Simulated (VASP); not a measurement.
# Ni (Fd-3m) in VASP: relaxation of cell and atoms with PBEsol

Aim: the relaxation of cell and atoms of Ni with PBEsol.

Program: VASP 6.6.1. These are calculated values, not measurements. Logs are shortened: lines on timing, memory, paths and dates and some standing lists are left out, and cuts for length are marked.

**1. The cell of the first run**

Symmetry: Fd-3m, No. 227, cubic system. Conventional cell: a = 4.720 Å, b = 4.720 Å, c = 4.720 Å, α = 90.00°, β = 90.00°, γ = 90.00°. Ni (site symmetry -43m) has 4 Ni at 2.04 Å within 2.7 Å.

**2. Relaxation of cell and atoms, PBEsol, collinear spin, ferromagnetic start, target pressure 29 GPa, at which the enthalpy is minimised**

The input, INCAR:

```
PREC = Accurate ; ENCUT = 600
EDIFF = 1E-6 ; ISMEAR = -1
SIGMA = 0.05 ; LREAL = F
LASPH = T ; NELM = 150
ALGO = Normal ; ISIF = 3
LWAVE = F ; LCHARG = F
ISPIN = 2 ; MAGMOM = 1 1
LORBIT = 11 ; LMAXMIX = 4
GGA = PS ; IBRION = 2
NSW = 32 ; EDIFFG = -0.005
PSTRESS = 290.0
```

The input, KPOINTS:

```
Automatic mesh
0
Gamma
  15 15 15
```

The input, POSCAR:

```
Ni
1.0
    0.0000000000      2.3602424180      2.3602424180
    2.3602424180      0.0000000000      2.3602424180
    2.3602424180      2.3602424180      0.0000000000
Ni
2
Direct
   -0.1250000000     -0.1250000000     -0.1250000000
    0.1250000000      0.1250000000      0.1250000000
```

Potentials or basis: VASP PAW PBE potentials, release 64 (Ni).

On the command line:

```
cat potpaw_PBE.64/Ni/POTCAR > POTCAR
mpirun -np 1 vasp_std > vasp.out
```

OUTCAR:

```text
PREC = Accurate
   ENCUT = 600
   EDIFF = 1E-6
   ISMEAR = -1
   LREAL = F
   LASPH = T
   NELM = 150
   ISIF = 3
   ISPIN = 2
   LORBIT = 11
   GGA = PS
   IBRION = 2
   NSW = 32
   EDIFFG = -0.005
   PSTRESS = 290.0

 ion  position               nearest neighbor table
   1  0.875  0.875  0.875-   2 2.04   2 2.04   2 2.04   2 2.04
   2  0.125  0.125  0.125-   1 2.04   1 2.04   1 2.04   1 2.04

  LATTYP: Found a face centered cubic cell.
 ALAT       =     4.7204848360

  Lattice vectors:

 A1 = (   0.0000000000,   2.3602424180,   2.3602424180)
 A2 = (   2.3602424180,   0.0000000000,   2.3602424180)
 A3 = (   2.3602424180,   2.3602424180,   0.0000000000)

Analysis of symmetry for initial positions (statically):
=====================================================================
 Subroutine PRICEL returns:
 Original cell was already a primitive cell.

 Routine SETGRP: Setting up the symmetry group for a
 face centered cubic supercell.

 Subroutine GETGRP returns: Found 48 space group operations
 (whereof 12 operations were pure point group operations)
 out of a pool of 48 trial point group operations.

The static configuration has the point symmetry D_3d.
 The point group associated with its full space group is O_h .

Analysis of symmetry for dynamics (positions and initial velocities):
=====================================================================
 Subroutine PRICEL returns:
 Original cell was already a primitive cell.

 Routine SETGRP: Setting up the symmetry group for a
 face centered cubic supercell.

 Subroutine GETGRP returns: Found 48 space group operations
 (whereof 12 operations were pure point group operations)
 out of a pool of 48 trial point group operations.

The dynamic configuration has the point symmetry D_3d.
 The point group associated with its full space group is O_h .

Analysis of structural, dynamic, and magnetic symmetry:
=====================================================================
 Subroutine PRICEL returns:
 Original cell was already a primitive cell.

 Routine SETGRP: Setting up the symmetry group for a
 face centered cubic supercell.

 Subroutine GETGRP returns: Found 48 space group operations
 (whereof 12 operations were pure point group operations)
 out of a pool of 48 trial point group operations.

The overall configuration has the point symmetry D_3d.
 The point group associated with its full space group is O_h .

 Subroutine INISYM returns: Found 48 space group operations
 (whereof 12 operations are pure point group operations),
 and found     1 'primitive' translations

----------------------------------------------------------------------------------------

                                     Primitive cell

  volume of cell :      26.2966

  direct lattice vectors                    reciprocal lattice vectors
     0.000000000  2.360242418  2.360242418    -0.211842646  0.211842646  0.211842646
     2.360242418  0.000000000  2.360242418     0.211842646 -0.211842646  0.211842646
     2.360242418  2.360242418  0.000000000     0.211842646  0.211842646 -0.211842646

  length of vectors
     3.337886838  3.337886838  3.337886838     0.366922227  0.366922227  0.366922227

  position of ions in fractional coordinates (direct lattice)
     0.875000000  0.875000000  0.875000000
     0.125000000  0.125000000  0.125000000

  ion indices of the primitive-cell ions
   primitive index   ion index
                 1           1
                 2           2

----------------------------------------------------------------------------------------

 KPOINTS: Automatic mesh

Automatic generation of k-mesh.
 Grid dimensions read from file:
 generate k-points for:   15   15   15

 Generating k-lattice:

  Cartesian coordinates                     Fractional coordinates (reciprocal lattice)
    -0.014122843  0.014122843  0.014122843     0.066666667  0.000000000  0.000000000
     0.014122843 -0.014122843  0.014122843     0.000000000  0.066666667  0.000000000
     0.014122843  0.014122843 -0.014122843     0.000000000  0.000000000  0.066666667

  Length of vectors
     0.024461482  0.024461482  0.024461482

  Shift w.r.t. Gamma in fractional coordinates (k-lattice)
     0.000000000  0.000000000  0.000000000

 Subroutine IBZKPT returns following result:
 ===========================================

 Found    120 irreducible k-points:

 Following reciprocal coordinates:
            Coordinates               Weight
  0.000000  0.000000  0.000000      1.000000
  0.066667  0.000000  0.000000      8.000000
  0.133333  0.000000  0.000000      8.000000
  0.200000  0.000000  0.000000      8.000000
  0.266667  0.000000  0.000000      8.000000
  0.333333  0.000000  0.000000      8.000000
[... 16 lines left out ...]
  0.133333  0.133333  0.000000      6.000000
  0.200000  0.133333  0.000000     24.000000
 [... further k-points ...]
   k-points           NKPTS =    120   k-points in BZ     NKDIM =    120   number of bands    NBANDS=     15
   number of dos      NEDOS =    301   number of ions     NIONS =      2
   total plane-waves  NPLWV =  21952
   dimension x,y,z NGX =    28 NGY =   28 NGZ =   28
   dimension x,y,z NGXF=    56 NGYF=   56 NGZF=   56
   ions per type =               2
   NGX,Y,Z   is equivalent  to a cutoff of  13.95, 13.95, 13.95 a.u.
   NGXF,Y,Z  is equivalent  to a cutoff of  27.89, 27.89, 27.89 a.u.
 SYSTEM =  unknown system
   PREC   = accura    normal or accurate (medium, high low for compatibility)
   ISTART =      0    job   : 0-new  1-cont  2-samecut
   ICHARG =      2    charge: 1-file 2-atom 10-const
   ISPIN  =      2    spin polarized calculation?
   LNONCOLLINEAR =      F non collinear calculations
   LSORBIT =      F    spin-orbit coupling
   LASPH  =      T    aspherical Exc in radial PAW
   ENCUT  =  600.0 eV  44.10 Ry    6.64 a.u.   6.67  6.67  6.67*2*pi/ulx,y,z
   NELM   =    150;   NELMIN=  2; NELMDL= -5     # of ELM steps
   EDIFF  = 0.1E-05   stopping-criterion for ELM
   LREAL  =      F    real-space projection
   EDIFFG = -.5E-02   stopping-criterion for IOM
   NSW    =     32    number of steps for IOM
   IBRION =      2    ionic relax: 0-MD 1-quasi-New 2-CG
   NFREE  =      1    steps in history (QN), initial steepest desc. (CG)
   ISIF   =      3    stress and relaxation
   ISYM   =      2    0-nonsym 1-usesym 2-fastsym
   POTIM  = 0.5000    time-step for ionic-motion
   TEBEG  =    0.0;   TEEND  =   0.0 temperature during run
   PSTRESS=  290.0 pullay stress
   NELECT =      20.0000    total number of electrons
   NUPDOWN=      -1.0000    fix difference up-down
   EMIN   =  10.00;   EMAX   =-10.00  energy-range for DOS
   EFERMI =   0.00;   METHOD = LEGACY
   ISMEAR =    -1;   SIGMA  =   0.05  broadening in eV -4-tet -1-fermi 0-gaus
   EFERMI_NEDOS =   21; number of points for ismear=-14 and -15
   IALGO  =     38    algorithm
   IMIX   =      4    mixing-type and parameters
     AMIX     =   0.40;   BMIX     =  1.00
     AMIX_MAG =   1.60;   BMIX_MAG =  1.00
  volume/ion in A,a.u.               =      13.15        88.73
  Fermi-wavevector in a.u.,A,eV,Ry     =   1.494347  2.823907 30.382816  2.233074
  Thomas-Fermi vector in A             =   2.606632
   LORBIT       =     11    0 simple, 1 ext, 2 COOP (PROOUT), +10 PAW based schemes
   GGA     = PS    functional components
   LHFCALC =     F    Hartree Fock is set to
   AEXX    =    0.0000 exact exchange contribution
   IVDW    =     0    specifies the selected vdW correction
   LEPSILON=     F    determine dielectric tensor
   LRPA    =     F    only Hartree local field effects (RPA)
 conjugate gradient relaxation of ions
 spin polarized calculation
  energy-cutoff  :      600.00
  volume of cell :       26.30
 maximum number of plane-waves:       901
   NGX = 13   NGY = 13   NGZ = 13

--------------------------------------- Ionic step        1  -------------------------------------------

 number of electron      20.0000011 magnetization       1.5624102

 Free energy of the ion-electron system (eV)
  ---------------------------------------------------
  ext. energy  EPLUGINS =         0.00000000
  ---------------------------------------------------
  free energy    TOTEN  =        -9.23093382 eV

  energy without entropy =       -9.20950811  energy(sigma->0) =       -9.22022097

------------------------ aborting loop because EDIFF is reached ----------------------------------------

  FORCE on cell =-STRESS in cart. coord.  units (eV):
  Direction    XX          YY          ZZ          XY          YZ          ZX
  --------------------------------------------------------------------------------------
  -------------------------------------------------------------------------------------
  Total        4.5515012      4.5515012      4.5515012     -0.0000000      0.0000000      0.0000000
  in kB      277.3099251    277.3099251    277.3099251     -0.0000000      0.0000000      0.0000000
  external PRESSURE =     -12.6900749 kB  Pullay stress =     290.0000000 kB
[... 61 lines left out ...]
  enthalpy is  TOTEN    =        -4.4701323730 eV   P V=        4.6884035331

--------------------------------------- Ionic step        3  -------------------------------------------

 number of electron      20.0000013 magnetization       1.5619140

 Free energy of the ion-electron system (eV)
  ---------------------------------------------------
  ext. energy  EPLUGINS =         0.00000000
  ---------------------------------------------------
  free energy    TOTEN  =        -9.20415918 eV

  energy without entropy =       -9.18288765  energy(sigma->0) =       -9.19352342

 E-fermi :   7.1032     XC(G=0): -12.1034

 val. band max:        7.1027303127   @ k =  -0.4667   0.0667   0.0000
 cond. band min:       7.1058562503   @ k =   0.4667   0.0000   0.0000
 fundamental gap:      0.0031259375
 Fermi energy:         7.1032354607

 spin component 1

 k-point     1 :       0.0000    0.0000    0.0000
  band No.  band energies     occupation
      1      -0.8216      1.00000
      2       2.9911      1.00000
      3       2.9911      1.00000
      4       3.1526      1.00000
      5       3.1526      1.00000
      6       3.1526      1.00000
      7       5.0529      1.00000
      8       5.0529      1.00000
      9       5.0529      1.00000
     10       6.4087      1.00000
     11       6.4087      1.00000
     12      20.9881      0.00000
     13      20.9881      0.00000
     14      20.9881      0.00000
     15      21.2672      0.00000
[... 399 lines left out ...]
      1       0.0225      1.00000
      2       2.5455      1.00000
      3       3.1151      1.00000
      4       3.1935      1.00000
      5       3.2981      1.00000
      6       3.6820      1.00000
      7       4.4479      1.00000
      8       5.2131      1.00000
      9       5.2417      1.00000
     10       6.2031      1.00000
     11       6.5259      0.99999
     12      15.9169      0.00000
     13      16.7773      0.00000
     14      18.9550      0.00000
     15      19.9957      0.00000

 [... further k-points ...]

 spin component 2

 k-point     1 :       0.0000    0.0000    0.0000
  band No.  band energies     occupation
      1      -0.7860      1.00000
      2       3.7164      1.00000
      3       3.7164      1.00000
      4       3.8751      1.00000
      5       3.8751      1.00000
      6       3.8751      1.00000
      7       5.8465      1.00000
      8       5.8465      1.00000
      9       5.8465      1.00000
     10       7.3287      0.01088
     11       7.3287      0.01088
     12      21.1857      0.00000
     13      21.1857      0.00000
     14      21.1857      0.00000
     15      21.4844      0.00000
[... 443 lines left out ...]
  FREE ENERGIE OF THE ION-ELECTRON SYSTEM (eV)
  ---------------------------------------------------
  free  energy   TOTEN  =        -9.2041591815 eV

  energy  without entropy=       -9.1828876534  energy(sigma->0) =       -9.19352342

  enthalpy is  TOTEN    =        -4.4717587726 eV   P V=        4.7324004089

 reached required accuracy - stopping structural energy minimisation

 total charge

# of ion       s       p       d       tot
------------------------------------------
    1        0.630   0.509   8.442   9.581
    2        0.630   0.509   8.442   9.581
--------------------------------------------------
tot          1.260   1.017  16.885  19.162

 magnetization (x)

# of ion       s       p       d       tot
------------------------------------------
    1       -0.014  -0.013   0.793   0.765
    2       -0.014  -0.013   0.793   0.765
--------------------------------------------------
tot         -0.028  -0.027   1.585   1.530
```

Wall time 4.4 min (1 thread of Intel Xeon Platinum 8488C (Sapphire Rapids), shared host); peak memory 0.24 GiB.

What came out:

| Item | Value |
| --- | --- |
| Free energy | -9.2042 eV |
| Relaxed volume | 13.07 Å³/atom |
| Relaxed cell | a = 3.331 Å, b = 3.331 Å, c = 3.331 Å, α = 60.00°, β = 60.00°, γ = 60.00° |
| Space group after relaxing (to 0.05 Å) | Fd-3m (No. 227) |
| Energy change on relaxing (the enthalpy is what falls) | +13.4 meV/atom |
| Ionic steps | 3 |
| Pressure after relaxing | 29.0 GPa |
| Net moment | 1.56 μB per cell |
| Site moments | Ni +0.77 μB |
| Valence electrons inside the program's atomic spheres | Ni 9.58 |

The path:
| step | energy change (eV) | largest force (eV/Å) | pressure (GPa) | volume (Å³) |
| --- | --- | --- | --- | --- |
| 1 | 0.0000 | 0.0000 | 27.73 | 26.30 |
| 2 | 0.0724 | 0.0000 | 31.17 | 25.90 |
| 3 | 0.0268 | 0.0000 | 28.99 | 26.15 |

Final structure:
```
CELL_PARAMETERS angstrom
0.00000 2.35571 2.35571
2.35571 0.00000 2.35571
2.35571 2.35571 0.00000
ATOMIC_POSITIONS crystal
Ni 0.87500 0.87500 0.87500
Ni 0.12500 0.12500 0.12500
```

Caveat: the cell is relaxed towards a set pressure, so the enthalpy falls and the energy may rise; the PAW data sets were made with another functional, which shifts forces and pressure a little.
